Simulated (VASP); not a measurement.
# Si2Ni (Fm-3m) in VASP: further runs

The runs below take Si2Ni through single point, with PBE.

Program: VASP 6.6.1. These are calculated values, not measurements. Logs are shortened: lines on timing, memory, paths and dates and some standing lists are left out, and cuts for length are marked.

## 1. The cell of the first run

Symmetry: Fm-3m, No. 225, cubic system. Conventional cell: a = 5.219 Å, b = 5.219 Å, c = 5.219 Å, α = 90.00°, β = 90.00°, γ = 90.00°. Si (site symmetry -43m) has 4 Ni at 2.26 Å and 6 Si at 2.61 Å within 3.0 Å. Within 3.0 Å of Ni (site symmetry m-3m) lie 8 Si at 2.26 Å.

## 2. Single point, PBE, collinear spin, ferromagnetic start (11.85 Å³/atom)

INCAR

```
SYSTEM = Si2Ni
PREC = Accurate
ENCUT = 520
EDIFF = 1E-6
ISMEAR = 0
SIGMA = 0.15
LREAL = .False.
LASPH = .True.
NELM = 150
ALGO = Normal
ISIF = 2
LWAVE = .False.
LCHARG = .False.
ISPIN = 2
MAGMOM = 0 0 1
LORBIT = 11
NUPDOWN = 1.0
LMAXMIX = 4
GGA = PE
NBANDS = 20
```

KPOINTS

```
Automatic mesh
0
Gamma
  14 14 14
  0 0 0
```

POSCAR

```
Si2Ni
1.0
    0.0000000000      2.6095555680      2.6095555680
    2.6095555680      0.0000000000      2.6095555680
    2.6095555680      2.6095555680      0.0000000000
Si Ni
2 1
Direct
    0.2500000000      0.2500000000      0.2500000000
    0.7500000000      0.7500000000      0.7500000000
    0.0000000000      0.0000000000      0.0000000000
```

Potentials or basis: VASP PAW PBE potentials, release 64 (Si, Ni).

Launch:

```sh
cat potpaw_PBE.64/Si/POTCAR potpaw_PBE.64/Ni/POTCAR > POTCAR
mpirun -np 1 vasp_std > vasp.out
```

OUTCAR:

```text
SYSTEM = Si2Ni
   PREC = Accurate
   ENCUT = 520
   EDIFF = 1E-6
   ISMEAR = 0
   LREAL = .False.
   LASPH = .True.
   NELM = 150
   ISIF = 2
   ISPIN = 2
   LORBIT = 11
   NUPDOWN = 1.0
   GGA = PE

 ion  position               nearest neighbor table
   1  0.250  0.250  0.250-   3 2.26   3 2.26   3 2.26   3 2.26   2 2.61   2 2.61   2 2.61   2 2.61
                             2 2.61   2 2.61
   2  0.750  0.750  0.750-   3 2.26   3 2.26   3 2.26   3 2.26   1 2.61   1 2.61   1 2.61   1 2.61
                             1 2.61   1 2.61
   3  0.000  0.000  0.000-   2 2.26   2 2.26   2 2.26   1 2.26   2 2.26   1 2.26   1 2.26   1 2.26

  LATTYP: Found a face centered cubic cell.
 ALAT       =     5.2191111360

  Lattice vectors:

 A1 = (   0.0000000000,   2.6095555680,   2.6095555680)
 A2 = (   2.6095555680,   0.0000000000,   2.6095555680)
 A3 = (   2.6095555680,   2.6095555680,   0.0000000000)

Analysis of symmetry for initial positions (statically):
=====================================================================
 Subroutine PRICEL returns:
 Original cell was already a primitive cell.

 Routine SETGRP: Setting up the symmetry group for a
 face centered cubic supercell.

 Subroutine GETGRP returns: Found 48 space group operations
 (whereof 48 operations were pure point group operations)
 out of a pool of 48 trial point group operations.

The static configuration has the point symmetry O_h .

Analysis of symmetry for dynamics (positions and initial velocities):
=====================================================================
 Subroutine PRICEL returns:
 Original cell was already a primitive cell.

 Routine SETGRP: Setting up the symmetry group for a
 face centered cubic supercell.

 Subroutine GETGRP returns: Found 48 space group operations
 (whereof 48 operations were pure point group operations)
 out of a pool of 48 trial point group operations.

The dynamic configuration has the point symmetry O_h .

Analysis of structural, dynamic, and magnetic symmetry:
=====================================================================
 Subroutine PRICEL returns:
 Original cell was already a primitive cell.

 Routine SETGRP: Setting up the symmetry group for a
 face centered cubic supercell.

 Subroutine GETGRP returns: Found 48 space group operations
 (whereof 48 operations were pure point group operations)
 out of a pool of 48 trial point group operations.

The overall configuration has the point symmetry O_h .

[... 116 lines left out ...]
   EFERMI_NEDOS =   21; number of points for ismear=-14 and -15
   IALGO  =     38    algorithm
   IMIX   =      4    mixing-type and parameters
     AMIX     =   0.40;   BMIX     =  1.00
     AMIX_MAG =   1.60;   BMIX_MAG =  1.00
  volume/ion in A,a.u.               =      11.85        79.95
  Fermi-wavevector in a.u.,A,eV,Ry     =   1.304936  2.465971 23.168779  1.702857
  Thomas-Fermi vector in A             =   2.435838
   LORBIT       =     11    0 simple, 1 ext, 2 COOP (PROOUT), +10 PAW based schemes
   GGA     = PE    functional components
   LHFCALC =     F    Hartree Fock is set to
   AEXX    =    0.0000 exact exchange contribution
   IVDW    =     0    specifies the selected vdW correction
   LEPSILON=     F    determine dielectric tensor
   LRPA    =     F    only Hartree local field effects (RPA)
 spin polarized calculation
 Gauss-broadening in eV      SIGMA  =   0.15
  energy-cutoff  :      520.00
  volume of cell :       35.54
 maximum number of plane-waves:       982
   NGX = 13   NGY = 13   NGZ = 13

 number of electron      18.0000006 magnetization       1.0000001

 Free energy of the ion-electron system (eV)
  ---------------------------------------------------
  ext. energy  EPLUGINS =         0.00000000
  ---------------------------------------------------
  free energy    TOTEN  =       -16.41799688 eV

  energy without entropy =      -16.40556592  energy(sigma->0) =      -16.41178140

 E-fermi :  10.5693     XC(G=0): -12.0865

 val. band max:       12.8607246903   @ k =  -0.4286   0.2143   0.0714
 cond. band min:      10.5711222860   @ k =  -0.2857   0.2143   0.0714
 fundamental gap:     -2.2896024043
 Fermi energy:        12.9221090195

 spin component 1

 k-point     1 :       0.0000    0.0000    0.0000
  band No.  band energies     occupation
      1      -2.9630      1.00000
      2       5.9540      1.00000
      3       5.9540      1.00000
      4       5.9540      1.00000
      5       7.7865      1.00000
      6       7.7865      1.00000
[... 541 lines left out ...]
     19      25.8080      0.00000
     20      28.1247      0.00000

 [... further k-points ...]

 spin component 2

 k-point     1 :       0.0000    0.0000    0.0000
  band No.  band energies     occupation
      1      -2.6651      1.00000
      2       6.3372      1.00000
      3       6.3372      1.00000
      4       6.3372      1.00000
      5       8.1048      1.00000
      6       8.1048      1.00000
[... 541 lines left out ...]
     19      26.1430      0.00000
     20      28.4589      0.00000

 [... further k-points ...]
[... 5 lines left out ...]
  --------------------------------------------------------------------------------------
  -------------------------------------------------------------------------------------
  Total        6.6001282      6.6001282      6.6001282      0.0000000     -0.0000000      0.0000000
  in kB      297.5317444    297.5317444    297.5317444      0.0000000     -0.0000000      0.0000000
  external PRESSURE =     297.5317444 kB  Pullay stress =       0.0000000 kB

 VOLUME and BASIS-vectors are now :
 -----------------------------------------------------------------------------
  energy-cutoff  :      520.00
  volume of cell :       35.54
      direct lattice vectors                 reciprocal lattice vectors
     0.000000000  2.609555568  2.609555568    -0.191603508  0.191603508  0.191603508
     2.609555568  0.000000000  2.609555568     0.191603508 -0.191603508  0.191603508
     2.609555568  2.609555568  0.000000000     0.191603508  0.191603508 -0.191603508

 POSITION                                       TOTAL-FORCE (eV/Angst)
 -----------------------------------------------------------------------------------
      1.30478      1.30478      1.30478         0.000000      0.000000      0.000000
      3.91433      3.91433      3.91433        -0.000000     -0.000000     -0.000000
      0.00000      0.00000      0.00000         0.000000      0.000000      0.000000
 -----------------------------------------------------------------------------------
    total drift:                               -0.000000     -0.000000      0.000000

  FREE ENERGIE OF THE ION-ELECTRON SYSTEM (eV)
  ---------------------------------------------------
  free  energy   TOTEN  =       -16.4179968798 eV

  energy  without entropy=      -16.4055659223  energy(sigma->0) =      -16.41178140

 total charge

# of ion       s       p       d       tot
------------------------------------------
    1        0.753   0.909   0.000   1.662
    2        0.753   0.909   0.000   1.662
    3        0.621   0.917   8.544  10.082
--------------------------------------------------
tot          2.127   2.735   8.544  13.405

 magnetization (x)

# of ion       s       p       d       tot
------------------------------------------
    1        0.060   0.067   0.000   0.127
    2        0.060   0.067   0.000   0.127
    3        0.006   0.081   0.362   0.449
--------------------------------------------------
tot          0.127   0.215   0.362   0.704
```

OSZICAR:

```text
N       E                     dE             d eps       ncg     rms          rms(c)
DAV:   1     0.768983423415E+02    0.76898E+02   -0.72124E+03  8504   0.916E+02
DAV:   2    -0.132225495814E+02   -0.90121E+02   -0.80784E+02  8768   0.206E+02
DAV:   3    -0.183589007936E+02   -0.51364E+01   -0.49978E+01  9984   0.505E+01
DAV:   4    -0.184356501783E+02   -0.76749E-01   -0.76605E-01  9656   0.558E+00
DAV:   5    -0.184371730501E+02   -0.15229E-02   -0.15227E-02  9952   0.854E-01    0.179E+01
DAV:   6    -0.219361167524E+02   -0.34989E+01   -0.28905E+01  9336   0.115E+02    0.229E+01
DAV:   7    -0.165019621954E+02    0.54342E+01   -0.84538E+00 10452   0.725E+01    0.385E+00
DAV:   8    -0.164673080750E+02    0.34654E-01   -0.87055E-01 11100   0.131E+01    0.291E+00
DAV:   9    -0.164180296164E+02    0.49278E-01   -0.13429E-01 10768   0.611E+00    0.829E-01
DAV:  10    -0.164180604155E+02   -0.30799E-04   -0.48931E-03 12428   0.694E-01    0.330E-01
DAV:  11    -0.164180088075E+02    0.51608E-04   -0.12870E-03 10288   0.656E-01    0.117E-01
DAV:  12    -0.164179938635E+02    0.14944E-04   -0.21027E-04 10512   0.269E-01    0.194E-02
DAV:  13    -0.164179971024E+02   -0.32389E-05   -0.15747E-05 10096   0.293E-02    0.135E-02
DAV:  14    -0.164179968798E+02    0.22252E-06   -0.35026E-06  9444   0.222E-02
   1 F= -.16417997E+02 E0= -.16411781E+02  d E =-.124310E-01  mag=     1.0000
```

stdout:

```text
POSCAR found type information on POSCAR SiNi
 POSCAR found :  2 types and       3 ions
 scaLAPACK will be used
 LDA part: xc-table for (Slater+PW92), standard interpolation
 POSCAR, INCAR and KPOINTS ok, starting setup
 FFT: planning ... GRIDC
 FFT: planning ... GRID_SOFT
 FFT: planning ... GRID
 WAVECAR not read
 entering main loop
```

It took 3.4 min on 1 thread of Intel Xeon 8259CL, shared host; peak memory 0.25 GiB.

Results:

```yaml
Free_energy: -16.4180 eV
Pressure: 29.8 GPa
Net_moment: 1.00 μB per cell
Site_moments: Si +0.13; Ni +0.45 μB
Valence_electrons_inside_the_program's_atomic_spheres: Si 1.66; Ni 10.08
```

Caveat: the cell stands under pressure; the total moment is fixed, so each spin has its own Fermi level and the state may be an excited one.

## 3. Single point, PBE, collinear spin, ferromagnetic start (11.85 Å³/atom)

INCAR

```
SYSTEM = Si2Ni
ALGO = Normal
EDIFF = 1E-7
ENCUT = 520
GGA = PE
ISIF = 2
ISMEAR = 0
ISPIN = 2
LASPH = .True.
LCHARG = .False.
LMAXMIX = 4
LORBIT = 11
LREAL = .False.
LWAVE = .False.
MAGMOM = 0 0 0.25
NBANDS = 20
NELM = 150
NUPDOWN = 0.25
PREC = Accurate
SIGMA = 0.15
```

KPOINTS

```
k-points
0
Gamma
  14 14 14
  0 0 0
```

POSCAR is that of step 2.

Potentials or basis: VASP PAW PBE potentials, release 64 (Si, Ni).

Launch:

```sh
cat potpaw_PBE.64/Si/POTCAR potpaw_PBE.64/Ni/POTCAR > POTCAR
mpirun -np 1 vasp_std > vasp.out
```

Run time: 3.9 min. Hardware: 1 thread of Intel Xeon 8259CL, shared host; peak memory 0.25 GiB.

Results (log left out):

```
Free energy                                           : -17.0150 eV
Pressure                                              : 24.7 GPa
Net moment                                            : 0.25 μB per cell
Site moments                                          : Si +0.03; Ni +0.13 μB
Valence electrons inside the program's atomic spheres : Si 1.65; Ni 10.10
```

Caveat: the cell stands under pressure; the total moment is fixed, so each spin has its own Fermi level and the state may be an excited one.

## 4. Single point, PBE, collinear spin, ferromagnetic start (11.85 Å³/atom)

INCAR

```
SYSTEM = Si2Ni
PREC     = Accurate       ! precision mode
ENCUT    = 520            ! plane-wave cutoff, eV
EDIFF    = 1E-6           ! SCF threshold, eV
ISMEAR   = 0              ! smearing method
SIGMA    = 0.15           ! smearing width, eV
LREAL    = .FALSE.        ! projectors in reciprocal space
LASPH    = .TRUE.         ! aspherical terms in the spheres
NELM     = 150            ! most SCF steps
ALGO     = Normal         ! electronic algorithm
ISIF     = 2              ! what is computed and relaxed
LWAVE    = .FALSE.        ! write WAVECAR
LCHARG   = .TRUE.         ! write CHGCAR
ISPIN    = 2              ! spin polarisation
MAGMOM   = 0 0 0.5        ! initial moments
LORBIT   = 11             ! projections on sites
NUPDOWN  = 0.5            ! fixed moment
LMAXMIX  = 4              ! l up to which the mixer works
GGA      = PE             ! functional
LELF     = .TRUE.         ! ELF
LVHAR    = .TRUE.       
NBANDS   = 20             ! bands
```

KPOINTS

```
Automatic mesh
0
G
  14 14 14
  0 0 0
```

POSCAR is that of step 3.

Launch:

```sh
cat potpaw_PBE.64/Si/POTCAR potpaw_PBE.64/Ni/POTCAR > POTCAR
mpirun -np 1 vasp_std > vasp.out
```

It took 3.6 min on 1 thread of Intel Xeon 8259CL, shared host; peak memory 0.25 GiB.

The run converged. Its results:

```yaml
Free_energy: -16.8941 eV
Pressure: 26.2 GPa
Net_moment: 0.50 μB per cell
Site_moments: Si +0.07; Ni +0.24 μB
Valence_electrons_inside_the_program's_atomic_spheres: Si 1.66; Ni 10.10
```

Caveat: the cell stands under pressure; the total moment is fixed, so each spin has its own Fermi level and the state may be an excited one.

[end of part 1 of 2]
